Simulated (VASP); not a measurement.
Set up this calculation in VASP 6.6.1, as the native input.

```
Task                   : single point
Functional             : LDA
Potentials or basis    : VASP PAW LDA potentials, release 64 (Ag)
Cutoff                 : 520 eV
k mesh                 : 2 × 2 × 2
Occupations            : fermi-dirac, width 0.1 eV
Spin                   : no spin polarisation
Dipole correction      : no
Further INCAR settings : ALGO = Normal; EDIFF = 1e-07; NBANDS = 12
```

The structure of Ag lies in POSCAR:

```
Ag
1.0
    0.0000000000      1.9996579419      1.9996579419
    1.9996579419      0.0000000000      1.9996579419
    1.9996579419      1.9996579419      0.0000000000
Ag
1
Direct
    0.0000000000      0.0000000000      0.0000000000
```

The input as run:

INCAR

```
PREC = Accurate
ENCUT = 520
EDIFF = 1E-7
ISMEAR = -1
SIGMA = 0.1
LREAL = False
LASPH = True
NELM = 80
ALGO = Normal
ISIF = 2
LWAVE = False
LCHARG = True
LELF = True
LVHAR = True
NBANDS = 12
```

KPOINTS

```
Automatic mesh
0
Gamma
  2 2 2
```

Potentials or basis: VASP PAW LDA potentials, release 64 (Ag).

Launch:

```bash
$ cat potpaw_LDA.64/Ag/POTCAR > POTCAR
$ mpirun -np 1 vasp_std > vasp.out
```

Results of the run:

The pressure is 31.0 GPa.

Caveat: the k points lie up to 1.36 Å⁻¹ apart.

It took 2 s on 1 thread of Intel(R) Xeon(R) Platinum 8488C (Sapphire Rapids), on a shared host, peak memory 0.12 GiB.
